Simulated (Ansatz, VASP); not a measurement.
## Two plane-wave programs on GaAs

File INCAR:

```
ALGO = Normal ; EDIFF = 1E-7
ENCUT = 520 ; GGA = PE
ISIF = 2 ; ISMEAR = -1
LASPH = T ; LCHARG = F
LREAL = F ; LWAVE = F
NBANDS = 16 ; NELM = 60
PREC = Accurate ; SIGMA = 0.08
```

KPOINTS

```
k-points
0
Gamma
  15 15 15
```

POSCAR

```
GaAs
1.0
    0.0000000000      2.4165485800      2.4165485800
    2.4165485800      0.0000000000      2.4165485800
    2.4165485800      2.4165485800      0.0000000000
Ga As
1 1
Direct
    0.0000000000      0.0000000000      0.0000000000
    0.5000000000      0.5000000000      0.5000000000
```

Input for Ansatz:

```yaml
crystal:
  lattice:
    - [0.0, 2.41654858, 2.41654858]
    - [2.41654858, 0.0, 2.41654858]
    - [2.41654858, 2.41654858, 0.0]
  atoms:
    - { symbol: Ga, position: [0.0, 0.0, 0.0] }
    - { symbol: As, position: [0.5, 0.5, 0.5] }
kpoints:
  mp_grid: { grid: [15, 15, 15] }
scf:
  occupations: { method: fermi_dirac, width: 0.08 }
hamiltonian:
  xc: pbe
  pseudopotentials: { kind: paw }
output:
  forces: true
  stress: true
  eigenvalues: true
  populations: true
```

Change from the starting cell: volume scaled by 0.72, PAW files.

Alike in both runs: task single point; functional PBE; k mesh 15 × 15 × 15; occupations fermi-dirac, width 0.08 eV; no spin polarisation.

|  | VASP | Ansatz |
| --- | --- | --- |
| version | VASP 6.6.1 | Ansatz 0.2.0 |
| potentials or method | VASP PAW PBE potentials, release 64 (Ga_d, As) | PAW with Ansatz's default frozen-core files, scalar-relativistic |
| plane-wave cutoff (eV) | 520 | 420 |
| valence electrons in the cell | 18 | 28 |

|  | VASP | Ansatz | Ansatz less VASP |
| --- | --- | --- | --- |
| pressure (GPa) | 50.9 | 50.1 | -0.84 |

Both programs put the cell under a high pressure, so it lies far from rest at this level. VASP's potentials hold 18 valence electrons a cell and Ansatz's 28, so a difference there can come from the potentials and not from the codes.
